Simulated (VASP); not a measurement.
A run of VASP 6.6.1 is set up as follows.

INCAR

```
PREC = Accurate
ENCUT = 600
EDIFF = 1E-6
ISMEAR = 0
SIGMA = 0.05
LREAL = False
LASPH = True
NELM = 120
ALGO = Normal
ISIF = 2
LWAVE = False
LCHARG = False
NBANDS = 16
GGA_COMPAT = False
```

Contents of KPOINTS:

```
regular mesh
0
Gamma
  9 9 6
```

POSCAR

```
AlN
1.0
    3.4114792141      0.0000000000      0.0000000000
   -1.7057396070      2.9544276639      0.0000000000
    0.0000000000      0.0000000000      4.2503764450
Al N
2 2
Direct
    0.3333333333      0.6666666667      0.7500000000
    0.6666666667      0.3333333333      0.2500000000
    0.3333333333      0.6666666667      0.2500000000
    0.6666666667      0.3333333333      0.7500000000
```

Potentials or basis: VASP PAW LDA potentials, release 64 (Al, N).

The run is started by

```console
$ cat potpaw_LDA.64/Al/POTCAR potpaw_LDA.64/N/POTCAR > POTCAR
$ mpirun -np 1 vasp_std > vasp.out
```

(1) What does it give for the pressure?

(2) Predict the band gap on the k mesh.

Answers

(1) -20.9 GPa.

(2) 2.78 eV, direct.

Caveat: the cell differs from its parent crystal (strain +0.030 along x and y, +0.015 along z).
